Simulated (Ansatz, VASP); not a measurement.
## Two plane-wave programs on B5W

```
B W
1.0
     0.00000    2.83928    2.83928
     2.83928    0.00000    2.83928
     2.83928    2.83928    0.00000
B W
5 1
Direct
  0.25000 0.25000 0.25000
  0.62097 0.62097 0.62097
  0.13708 0.62097 0.62097
  0.62097 0.13708 0.62097
  0.62097 0.62097 0.13708
  0.00000 0.00000 0.00000
```

Change from the starting cell: species swapped into the ErCu5 type (F-43m, No. 216).

Alike in both runs: task relaxation of cell and atoms; functional PBE; k mesh 12 × 12 × 12; occupations gaussian, width 0.1 eV; no spin polarisation.

```csv
,VASP,Ansatz
version,VASP 6.6.1,Ansatz 0.2.0
potentials or method,"VASP PAW PBE potentials, release 64 (B, W_sv), cutoff 600 eV","scalar-relativistic, plane waves, PAW"
valence electrons in the cell,29,29
```

|  | VASP | Ansatz | Ansatz less VASP |
| --- | --- | --- | --- |
| gap on the k mesh at the Fermi level, each at its own relaxed structure (eV) | none | none | - |
| relaxed volume (Å³/atom) | 7.63 | 7.63 | -0.003 |
| relaxed cell length with the largest relative difference (Å) | 4.015 | 4.015 | -0.0006 |

A gap of «none» marks a metal or a gap that the smearing closes.

Spin-orbit coupling is off throughout. Noted on VASP's run: the relaxation stopped at its first step, so nothing moved.
